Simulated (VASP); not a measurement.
# LiF (base) (Fm-3m) in VASP: a series of runs, part 2 of 2

VASP 6.6.1. Earlier steps stand in the parts before.

## (4) Relaxation of cell and atoms, PBE

INCAR

```
ALGO = Normal
EDIFF = 1E-7
EDIFFG = -0.002
ENCUT = 600
GGA = PE
IBRION = 2
ISIF = 3
ISMEAR = 0
LASPH = True
LCHARG = False
LREAL = False
LWAVE = False
NELM = 60
NSW = 100
PREC = Accurate
SIGMA = 0.02
```

KPOINTS

```
k-points
0
Gamma
  10 10 10
```

POSCAR

```
LiF
1.0
    0.0000000000      2.0140000000      2.0140000000
    2.0140000000      0.0000000000      2.0140000000
    2.0140000000      2.0140000000      0.0000000000
Li F
1 1
Direct
    0.0000000000      0.0000000000      0.0000000000
    0.5000000000      0.5000000000      0.5000000000
```

Potentials or basis: VASP PAW PBE potentials, release 64 (Li_sv, F).

Launch:

```
cat potpaw_PBE.64/Li_sv/POTCAR potpaw_PBE.64/F/POTCAR > POTCAR
mpirun -np 1 vasp_std > vasp.out
```

OUTCAR:

```text
EDIFF = 1E-7
   EDIFFG = -0.002
   ENCUT = 600
   GGA = PE
   IBRION = 2
   ISIF = 3
   ISMEAR = 0
   LASPH = True
   LREAL = False
   NELM = 60
   NSW = 100
   PREC = Accurate

 ion  position               nearest neighbor table
   1  0.000  0.000  0.000-   2 2.01   2 2.01   2 2.01   2 2.01   2 2.01   2 2.01
   2  0.500  0.500  0.500-   1 2.01   1 2.01   1 2.01   1 2.01   1 2.01   1 2.01

  LATTYP: Found a face centered cubic cell.
 ALAT       =     4.0280000000

  Lattice vectors:

 A1 = (   0.0000000000,   2.0140000000,   2.0140000000)
 A2 = (   2.0140000000,   0.0000000000,   2.0140000000)
 A3 = (   2.0140000000,   2.0140000000,   0.0000000000)

Analysis of symmetry for initial positions (statically):
=====================================================================
 Subroutine PRICEL returns:
 Original cell was already a primitive cell.

 Routine SETGRP: Setting up the symmetry group for a
 face centered cubic supercell.

 Subroutine GETGRP returns: Found 48 space group operations
 (whereof 48 operations were pure point group operations)
 out of a pool of 48 trial point group operations.

The static configuration has the point symmetry O_h .

Analysis of symmetry for dynamics (positions and initial velocities):
=====================================================================
 Subroutine PRICEL returns:
 Original cell was already a primitive cell.

 Routine SETGRP: Setting up the symmetry group for a
 face centered cubic supercell.

 Subroutine GETGRP returns: Found 48 space group operations
 (whereof 48 operations were pure point group operations)
 out of a pool of 48 trial point group operations.

The dynamic configuration has the point symmetry O_h .

 Subroutine INISYM returns: Found 48 space group operations
 (whereof 48 operations are pure point group operations),
 and found     1 'primitive' translations

----------------------------------------------------------------------------------------

                                     Primitive cell

  volume of cell :      16.3384

  direct lattice vectors                    reciprocal lattice vectors
     0.000000000  2.014000000  2.014000000    -0.248262165  0.248262165  0.248262165
     2.014000000  0.000000000  2.014000000     0.248262165 -0.248262165  0.248262165
     2.014000000  2.014000000  0.000000000     0.248262165  0.248262165 -0.248262165

  length of vectors
     2.848226115  2.848226115  2.848226115     0.430002683  0.430002683  0.430002683

  position of ions in fractional coordinates (direct lattice)
     0.000000000  0.000000000  0.000000000
     0.500000000  0.500000000  0.500000000

  ion indices of the primitive-cell ions
   primitive index   ion index
                 1           1
                 2           2

----------------------------------------------------------------------------------------

 KPOINTS: k-points

Automatic generation of k-mesh.
 Grid dimensions read from file:
 generate k-points for:   10   10   10

 Generating k-lattice:

  Cartesian coordinates                     Fractional coordinates (reciprocal lattice)
    -0.024826216  0.024826216  0.024826216     0.100000000  0.000000000  0.000000000
     0.024826216 -0.024826216  0.024826216     0.000000000  0.100000000  0.000000000
     0.024826216  0.024826216 -0.024826216     0.000000000  0.000000000  0.100000000

[... 48 lines left out ...]
   ISTART =      0    job   : 0-new  1-cont  2-samecut
   ICHARG =      2    charge: 1-file 2-atom 10-const
   ISPIN  =      1    spin polarized calculation?
   LNONCOLLINEAR =      F non collinear calculations
   LSORBIT =      F    spin-orbit coupling
   LASPH  =      T    aspherical Exc in radial PAW
   ENCUT  =  600.0 eV  44.10 Ry    6.64 a.u.   5.69  5.69  5.69*2*pi/ulx,y,z
   NELM   =     60;   NELMIN=  2; NELMDL= -5     # of ELM steps
   EDIFF  = 0.1E-06   stopping-criterion for ELM
   LREAL  =      F    real-space projection
   EDIFFG = -.2E-02   stopping-criterion for IOM
   NSW    =    100    number of steps for IOM
   IBRION =      2    ionic relax: 0-MD 1-quasi-New 2-CG
   NFREE  =      1    steps in history (QN), initial steepest desc. (CG)
   ISIF   =      3    stress and relaxation
   ISYM   =      2    0-nonsym 1-usesym 2-fastsym
   POTIM  = 0.5000    time-step for ionic-motion
   TEBEG  =    0.0;   TEEND  =   0.0 temperature during run
   PSTRESS=    0.0 pullay stress
   NELECT =      10.0000    total number of electrons
   NUPDOWN=      -1.0000    fix difference up-down
   EMIN   =  10.00;   EMAX   =-10.00  energy-range for DOS
   EFERMI =   0.00;   METHOD = LEGACY
   ISMEAR =     0;   SIGMA  =   0.02  broadening in eV -4-tet -1-fermi 0-gaus
   EFERMI_NEDOS =   21; number of points for ismear=-14 and -15
   IALGO  =     38    algorithm
   IMIX   =      4    mixing-type and parameters
     AMIX     =   0.40;   BMIX     =  1.00
     AMIX_MAG =   1.60;   BMIX_MAG =  1.00
  volume/ion in A,a.u.               =       8.17        55.13
  Fermi-wavevector in a.u.,A,eV,Ry     =   1.389970  2.626662 26.286674  1.932016
  Thomas-Fermi vector in A             =   2.513950
   LORBIT       =      0    0 simple, 1 ext, 2 COOP (PROOUT), +10 PAW based schemes
   GGA     = PE    functional components
   LHFCALC =     F    Hartree Fock is set to
   AEXX    =    0.0000 exact exchange contribution
   IVDW    =     0    specifies the selected vdW correction
   LEPSILON=     F    determine dielectric tensor
   LRPA    =     F    only Hartree local field effects (RPA)
 conjugate gradient relaxation of ions
 non-spin polarized calculation
 Gauss-broadening in eV      SIGMA  =   0.02
  energy-cutoff  :      600.00
  volume of cell :       16.34
 maximum number of plane-waves:       556
   NGX = 11   NGY = 11   NGZ = 11

--------------------------------------- Ionic step        1  -------------------------------------------

 number of electron      10.0000000 magnetization

 number of electron       9.9999992 magnetization

 Free energy of the ion-electron system (eV)
  ---------------------------------------------------
  ext. energy  EPLUGINS =         0.00000000
  ---------------------------------------------------
  free energy    TOTEN  =        -9.64003829 eV

  energy without entropy =       -9.64003829  energy(sigma->0) =       -9.64003829

------------------------ aborting loop because EDIFF is reached ----------------------------------------

  FORCE on cell =-STRESS in cart. coord.  units (eV):
  Direction    XX          YY          ZZ          XY          YZ          ZX
  --------------------------------------------------------------------------------------
  -------------------------------------------------------------------------------------
  Total        0.1355779      0.1355779      0.1355779      0.0000000      0.0000000      0.0000000
  in kB       13.2950864     13.2950864     13.2950864      0.0000000      0.0000000      0.0000000
  external PRESSURE =      13.2950864 kB  Pullay stress =       0.0000000 kB
[... 95 lines left out ...]
--------------------------------------- Ionic step        4  -------------------------------------------

 number of electron       9.9999991 magnetization

 Free energy of the ion-electron system (eV)
  ---------------------------------------------------
  ext. energy  EPLUGINS =         0.00000000
  ---------------------------------------------------
  free energy    TOTEN  =        -9.64137754 eV

  energy without entropy =       -9.64137754  energy(sigma->0) =       -9.64137754

 E-fermi :  -0.9279     XC(G=0):  -9.8892

 val. band max:       -1.1373112185   @ k =   0.0000   0.0000   0.0000
 cond. band min:       7.7811281830   @ k =   0.0000   0.0000   0.0000
 fundamental gap:      8.9184394015
 Fermi energy:        -0.9279045795

 k-point     1 :       0.0000    0.0000    0.0000
  band No.  band energies     occupation
      1     -42.0977      2.00000
      2     -21.0591      2.00000
      3      -1.1373      2.00000
      4      -1.1373      2.00000
      5      -1.1373      2.00000
      6       7.7811      0.00000
      7      22.5753      0.00000
      8      22.5754      0.00000
      9      22.5754      0.00000
[... 265 lines left out ...]
 k-point    24 :       0.4000    0.3000    0.0000
  band No.  band energies     occupation
      1     -42.0425      2.00000
      2     -20.5520      2.00000
      3      -3.3953      2.00000
      4      -1.9846      2.00000
      5      -1.8761      2.00000
      6      11.7622      0.00000
      7      15.5318      0.00000
      8      17.1934      0.00000
      9      18.8109      0.00000

 [... further k-points ...]

------------------------ aborting loop because EDIFF is reached ----------------------------------------

  FORCE on cell =-STRESS in cart. coord.  units (eV):
  Direction    XX          YY          ZZ          XY          YZ          ZX
  --------------------------------------------------------------------------------------
  -------------------------------------------------------------------------------------
  Total        0.0003756      0.0003756      0.0003756      0.0000000     -0.0000000      0.0000000
  in kB        0.0361256      0.0361256      0.0361256      0.0000000     -0.0000000      0.0000000
  external PRESSURE =       0.0361256 kB  Pullay stress =       0.0000000 kB
[... 17 lines left out ...]
  FREE ENERGIE OF THE ION-ELECTRON SYSTEM (eV)
  ---------------------------------------------------
  free  energy   TOTEN  =        -9.6413775386 eV

  energy  without entropy=       -9.6413775386  energy(sigma->0) =       -9.64137754

 reached required accuracy - stopping structural energy minimisation
```

CONTCAR:

```text
LiF
   1.00000000000000
     0.0000000000000000    2.0270374974233025    2.0270374974233025
     2.0270374974233025    0.0000000000000000    2.0270374974233025
     2.0270374974233025    2.0270374974233025   -0.0000000000000000
  Li              F
     1     1
Direct
     1.0000000000000000    0.0000000000000000    0.0000000000000000
     0.5000000000000000    0.5000000000000000    0.5000000000000000

  0.00000000E+00  0.00000000E+00  0.00000000E+00
  0.00000000E+00  0.00000000E+00  0.00000000E+00
```

It took 17 s on 1 thread of Intel Xeon Platinum 8259CL at 2.50GHz (Skylake/Cascade Lake), shared host; peak memory 0.13 GiB.

What came out:

| Property | Result |
| --- | --- |
| Free energy | -9.6414 eV |
| Relaxed volume | 8.33 Å³/atom |
| Relaxed cell | a = 2.867 Å, b = 2.867 Å, c = 2.867 Å, α = 60.00°, β = 60.00°, γ = 60.00° |
| Space group after relaxing (to 0.05 Å) | Fm-3m (No. 225) |
| Energy gained by relaxing | 0.7 meV/atom |
| Ionic steps | 4 |
| Pressure after relaxing | 0.0 GPa |
| Band gap on the k mesh | 8.92 eV, direct |

The path:
| step | energy change (eV) | largest force (eV/Å) | pressure (GPa) | volume (Å³) |
| --- | --- | --- | --- | --- |
| 1 | 0.0000 | 0.0000 | 1.33 | 16.34 |
| 2 | -0.0010 | 0.0000 | 0.65 | 16.50 |
| 3 | -0.0013 | 0.0000 | 0.13 | 16.63 |
| 4 | -0.0013 | 0.0000 | 0.00 | 16.66 |

Final structure:
```
CELL_PARAMETERS angstrom
0.00000 2.02704 2.02704
2.02704 0.00000 2.02704
2.02704 2.02704 0.00000
ATOMIC_POSITIONS crystal
Li 0.00000 0.00000 0.00000
F 0.50000 0.50000 0.50000
```

Levels at points of the mesh, in eV from the valence-band top:
```csv
k point,band 1,band 2,band 3,band 4,band 5,band 6,band 7,band 8,band 9
"(0.00, 0.00, 0.00)",-40.96,-19.92,0.00,0.00,0.00,8.92,23.71,23.71,23.71
"(0.50, 0.00, 0.00)",-40.91,-19.50,-2.46,-0.22,-0.22,10.67,16.51,18.74,18.74
"(0.50, 0.50, 0.00)",-40.89,-19.25,-2.92,-0.97,-0.97,14.63,16.38,17.22,20.01
```

Caveat: the cutoff is under 1.25 times the usual one of these potentials, so pressure, stress and relaxed cells hold a basis-set (Pulay) error. A k mesh can miss the band edges.

## (5) The runs side by side

```csv
task,cell,k mesh,cutoff (eV),smearing,gap on the mesh (eV)
single point,"a = 2.848 Å, angles 60.0°, 2 atoms",8 × 8 × 8,520,gaussian 0.1 eV,9.09
single point,"a = 2.876 Å, angles 60.0°, 2 atoms",10 × 10 × 10,520,gaussian 0.02 eV,8.83
relaxation of cell and atoms,"relaxed from a = 2.848 Å, angles 60.0°, 2 atoms",10 × 10 × 10,600,gaussian 0.02 eV,8.92
```

Alike in all rows: level PBE; potentials or basis VASP PAW PBE potentials, release 64 (Li_sv, F); no spin polarisation.

Caveats: the cutoff is under 1.25 times the usual one of these potentials, so pressure, stress and relaxed cells hold a basis-set (Pulay) error.

Total energies depend on the potentials used, so only differences within one code and one set of settings carry meaning.
